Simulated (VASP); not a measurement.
# H4CO2 in VASP: a series of runs, part 2 of 2

VASP 6.6.1.

## 4. Single point, PBEsol

Contents of INCAR:

```
PREC = Accurate
ENCUT = 520
EDIFF = 1E-6
ISMEAR = -1
SIGMA = 0.02
LREAL = F
LASPH = T
NELM = 120
ALGO = Normal
ISIF = 2
LWAVE = F
LCHARG = F
GGA = PS
NBANDS = 60
GGA_COMPAT = F
```

Contents of KPOINTS:

```
Automatic mesh
0
Gamma
  1 1 1
```

Contents of POSCAR:

```
H4CO2
1.0
    7.3705180000      0.0000000000      0.0000000000
    0.0000000000      7.3705180000      0.0000000000
    0.0000000000      0.0000000000      7.3705180000
O C H
8 4 16
Direct
    0.8639826943      0.5500291838      0.6977935608
    0.4150183203      0.6782426961      0.9398525314
    0.6631691287      0.3270190779      0.3567727533
    0.6848229663      0.8655158294      0.0969402693
    0.9445197746      0.9469212340      0.8098616678
    0.1978151332      0.8083149651      0.4634545360
    0.4957589141      0.2406750787      0.0383962158
    0.1332877825      0.0218844863      0.1321616744
    0.8159670731      0.3905424286      0.7027185878
    0.4419228065      0.8159263704      0.8356807486
    0.5110224275      0.4015050231      0.3791592396
    0.6337139398      0.7173579930      0.1338847555
    0.8643761538      0.2845390243      0.6034446968
    0.7403143171      0.3053245376      0.8177715596
    0.5317129678      0.9264070721      0.8948217751
    0.3697569153      0.8034306408      0.7042652904
    0.3996326988      0.3993342123      0.2832908081
    0.5119857247      0.5141701031      0.4783110224
    0.6834933447      0.5932690213      0.0732377290
    0.5350234543      0.7107505877      0.2412177814
    0.9390927476      0.8168218299      0.7898766410
    0.8394932351      0.9669740987      0.8865048562
    0.1837862685      0.8417861540      0.3302345914
    0.0797908641      0.7709634520      0.4995578330
    0.3962950772      0.2025095115      0.1225558366
    0.5879369673      0.2368761599      0.1295431339
    0.0585033508      0.1213211880      0.1795260523
    0.0510140536     -0.0228749187      0.0228477836
```

Potentials or basis: VASP PAW PBE potentials, release 64 (O, C, H).

On the command line:

```sh
$ cat potpaw_PBE.64/O/POTCAR potpaw_PBE.64/C/POTCAR potpaw_PBE.64/H/POTCAR > POTCAR
$ mpirun -np 1 vasp_gam > vasp.out
```

OUTCAR:

```text
PREC = Accurate
   ENCUT = 520
   EDIFF = 1E-6
   ISMEAR = -1
   LREAL = F
   LASPH = T
   NELM = 120
   ISIF = 2
   GGA = PS

 ion  position               nearest neighbor table
   1  0.864  0.550  0.698-   9 1.23
   2  0.415  0.678  0.940-  10 1.29
   3  0.663  0.327  0.357-  11 1.26
   4  0.685  0.866  0.097-  12 1.19
   5  0.945  0.947  0.810-  22 0.97  21 0.97
   6  0.198  0.808  0.463-  24 0.95  23 1.02
   7  0.496  0.241  0.038-  26 0.96  25 1.00
   8  0.133  0.022  0.132-  27 0.98  28 1.06
   9  0.816  0.391  0.703-  13 1.13  14 1.19   1 1.23
  10  0.442  0.816  0.836-  16 1.11  15 1.14   2 1.29
  11  0.511  0.402  0.379-  17 1.08  18 1.11   3 1.26
  12  0.634  0.717  0.134-  20 1.08  19 1.08   4 1.19
  13  0.864  0.285  0.603-   9 1.13
  14  0.740  0.305  0.818-   9 1.19
  15  0.532  0.926  0.895-  10 1.14
  16  0.370  0.803  0.704-  10 1.11
  17  0.400  0.399  0.283-  11 1.08
  18  0.512  0.514  0.478-  11 1.11
[... 8 lines left out ...]
  27  0.059  0.121  0.180-   8 0.98
  28  0.051  0.977  0.023-   8 1.06
[... 215 lines left out ...]
 cond. band min:      -0.8157468035   @ k =   0.0000   0.0000   0.0000
 fundamental gap:      2.5487943144
 Fermi energy:        -2.8772522667

 k-point     1 :       0.0000    0.0000    0.0000
  band No.  band energies     occupation
      1     -24.2026      2.00000
      2     -24.0694      2.00000
      3     -23.9834      2.00000
      4     -23.2072      2.00000
      5     -22.9992      2.00000
      6     -22.1617      2.00000
[... 44 lines left out ...]
     51       4.3515      0.00000
     52       4.7447      0.00000
 [bands above 52 left out]

------------------------ aborting loop because EDIFF is reached ----------------------------------------

  FORCE on cell =-STRESS in cart. coord.  units (eV):
  Direction    XX          YY          ZZ          XY          YZ          ZX
  --------------------------------------------------------------------------------------
  -------------------------------------------------------------------------------------
  Total        0.0817665     -2.2515222     -1.3716848      0.1859010      2.6519259     -0.2000663
  in kB        0.3271838     -9.0093359     -5.4887176      0.7438722     10.6115281     -0.8005538
  external PRESSURE =      -4.7236232 kB  Pullay stress =       0.0000000 kB

 VOLUME and BASIS-vectors are now :
 -----------------------------------------------------------------------------
  energy-cutoff  :      520.00
  volume of cell :      400.40
      direct lattice vectors                 reciprocal lattice vectors
     7.370518000  0.000000000  0.000000000     0.135675674  0.000000000  0.000000000
     0.000000000  7.370518000  0.000000000     0.000000000  0.135675674  0.000000000
     0.000000000  0.000000000  7.370518000     0.000000000  0.000000000  0.135675674

 POSITION                                       TOTAL-FORCE (eV/Angst)
 -----------------------------------------------------------------------------------
      6.36800      4.05400      5.14310        -0.808268     -0.759066      0.331867
      3.05890      4.99900      6.92720         0.774538      2.719500     -2.039733
      4.88790      2.41030      2.62960        -2.504534      0.221351     -0.070015
      5.04750      6.37930      0.71450         2.170592      3.826736     -1.124317
      6.96160      6.97930      5.96910         0.508321      0.418302      0.080977
      1.45800      5.95770      3.41590         1.185924      0.427320     -1.661711
[... 20 lines left out ...]
      0.43120      0.89420      1.32320         0.172833     -0.238937      0.157912
      0.37600      7.20192      0.16840         1.568389      0.562149      1.100932
 -----------------------------------------------------------------------------------
    total drift:                               -0.000803     -0.001591     -0.000015

  FREE ENERGIE OF THE ION-ELECTRON SYSTEM (eV)
  ---------------------------------------------------
  free  energy   TOTEN  =      -147.7378148107 eV

  energy  without entropy=     -147.7378148107  energy(sigma->0) =     -147.73781481
```

stdout:

```text
POSCAR found type information on POSCAR O C H
 POSCAR found :  3 types and      28 ions
 scaLAPACK will be used
 -----------------------------------------------------------------------------
|                                                                             |
|                                                                             |
|     You have a (more or less) 'large supercell' and for larger cells it     |
|     might be more efficient to use real-space projection operators.         |
|     Therefore, try LREAL= Auto in the INCAR file.                           |
|     Mind: For very accurate calculation, you might also keep the            |
|     reciprocal projection scheme (i.e. LREAL=.FALSE.).                      |
|                                                                             |
 -----------------------------------------------------------------------------

 -----------------------------------------------------------------------------
|                                                                             |
|                                                                             |
|     You enforced a specific xc type in the INCAR file but a different       |
|     I HOPE YOU KNOW WHAT YOU ARE DOING!                                     |
|                                                                             |
 -----------------------------------------------------------------------------

 LDA part: xc-table for (Slater+PW92), standard interpolation
 POSCAR, INCAR and KPOINTS ok, starting setup
 FFT: planning ... GRIDC
 FFT: planning ... GRID_SOFT
 FFT: planning ... GRID
 WAVECAR not read
 entering main loop
```

Run time: 56 s. Hardware: 1 thread of AMD EPYC 7R13, shared host; peak memory 0.38 GiB.

Results:

```
Free energy            : -147.7378 eV
Pressure               : -0.5 GPa
Largest force          : 4.541 eV/Å
Band gap on the k mesh : 2.55 eV
```

Forces in eV/Å, atoms in the order of the input:
```
O   -0.808 -0.759  0.332
O    0.775  2.720 -2.040
O   -2.505  0.221 -0.070
O    2.171  3.827 -1.124
O    0.508  0.418  0.081
O    1.186  0.427 -1.662
O   -1.650 -0.422 -0.037
O   -1.411 -0.415 -1.234
C    0.862 -1.687  0.738
C   -0.835 -3.283  2.576
C    3.699  0.971  0.396
C   -1.527 -1.932  0.353
H   -0.001  0.733 -0.214
H    0.182  1.883 -0.695
H   -0.424 -0.167 -0.693
H    0.169  0.783 -0.186
H   -0.716 -0.607 -0.437
H   -0.632 -0.148  0.592
H    0.478 -0.932 -0.291
H   -0.893 -0.769  1.213
H   -0.048 -0.612 -0.177
H   -0.816 -0.104  0.417
H    0.043  0.098  1.189
H   -1.202 -0.421  0.367
H   -0.041 -0.188 -1.387
H    1.693  0.043  0.734
H    0.173 -0.239  0.158
H    1.568  0.562  1.101
```

Stress tensor (GPa, compression positive):
```
 0.03  0.07 -0.08
 0.07 -0.90  1.06
-0.08  1.06 -0.55
```

Caveat: the k points lie up to 0.85 Å⁻¹ apart; the PAW data sets were made with another functional, which shifts forces and pressure a little.
